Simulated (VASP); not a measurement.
Write the native input for VASP 6.6.1 that does the following.

| Property | Result |
| --- | --- |
| Task | single point |
| Functional | LDA |
| Potentials or basis | VASP PAW LDA potentials, release 64 (C) |
| Cutoff | 520 eV |
| k mesh | 24 × 24 × 24 |
| Occupations | fermi-dirac, width 0.1 eV |
| Spin | no spin polarisation |
| Dipole correction | no |
| Further INCAR settings | ALGO = Normal; EDIFF = 1e-07; NBANDS = 8 |

The structure of C lies in POSCAR:

```
C
1.0
   -1.1297985942      1.1297985942      1.1297985942
    1.1297985942     -1.1297985942      1.1297985942
    1.1297985942      1.1297985942     -1.1297985942
C
1
Direct
    0.0000000000      0.0000000000      0.0000000000
```

These files were run (other wordings do the same):

INCAR

```
ALGO     = Normal         # electronic algorithm
EDIFF    = 1E-7           # SCF threshold, eV
ENCUT    = 520            # plane-wave cutoff, eV
GGA      = CA             # functional
ISIF     = 2              # what is computed and relaxed
ISMEAR   = -1             # smearing method
LASPH    = T              # aspherical terms in the spheres
LCHARG   = F              # write CHGCAR
LREAL    = F              # projectors in reciprocal space
LWAVE    = F              # write WAVECAR
NBANDS   = 8              # bands
NELM     = 100            # most SCF steps
PREC     = Accurate       # precision mode
SIGMA    = 0.1            # smearing width, eV
```

KPOINTS

```
k-points
0
Gamma
  24 24 24
```

Potentials or basis: VASP PAW LDA potentials, release 64 (C).

Run with:

```console
$ cat potpaw_LDA.64/C/POTCAR > POTCAR
$ mpirun -np 1 vasp_std > vasp.out
```

It gave:

* Pressure: 24.9 GPa
* Band gap on the k mesh: zero (band 2 reaches 21.07 eV, above the bottom of band 3 at 5.45 eV)

Wall time 3.6 s on 1 thread of Intel(R) Xeon(R) 6975P-C (Granite Rapids), on a shared host, peak memory 0.11 GiB.
